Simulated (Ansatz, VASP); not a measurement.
**Two plane-wave programs on Zr2TiS4**

```
Zr Ti S
1.0
     0.00005   -0.00024    5.08554
     5.10882   -0.00013    0.00007
    -0.00013    5.10874   -0.00032
Zr Ti S
2 1 4
Direct
  0.50040 0.99996 0.50000
  0.50041 0.50004 0.00005
  0.99919 0.50004 0.49996
  0.49952 0.49998 0.50004
  0.50009 0.00003 0.00001
  0.00019 0.99998 0.49998
  0.00021 0.49998 0.99997
```

Change from the starting cell: cell x1, atoms moved at random (sigma 0.1 Å) and cell strained at random (1.5 %), then relaxed without symmetry.

Alike in both runs: functional PBE; k mesh 4 × 4 × 4; occupations gaussian, width 0.2 eV; no spin polarisation.

Ansatz relaxed the structure, and its values are those at the end. VASP's run is a single point on that final structure, the one shown.

|  | VASP | Ansatz |
| --- | --- | --- |
| version | VASP 6.6.1 | Ansatz 0.2.0 |
| potentials or method | VASP PAW PBE potentials, release 64 (Zr_sv, Ti_sv, S), cutoff 520 eV | scalar-relativistic, plane waves, PAW |
| valence electrons in the cell | 60 | 60 |

|  | VASP | Ansatz | Ansatz less VASP |
| --- | --- | --- | --- |
| gap on the k mesh at the Fermi level (eV) | none | none | - |
| pressure (GPa) | 0.0 | 0.0 | 0.00 |

A gap of «none» marks a metal or a gap that the smearing closes. The functional is the same, so the differences come from potentials, cutoffs and numerics.
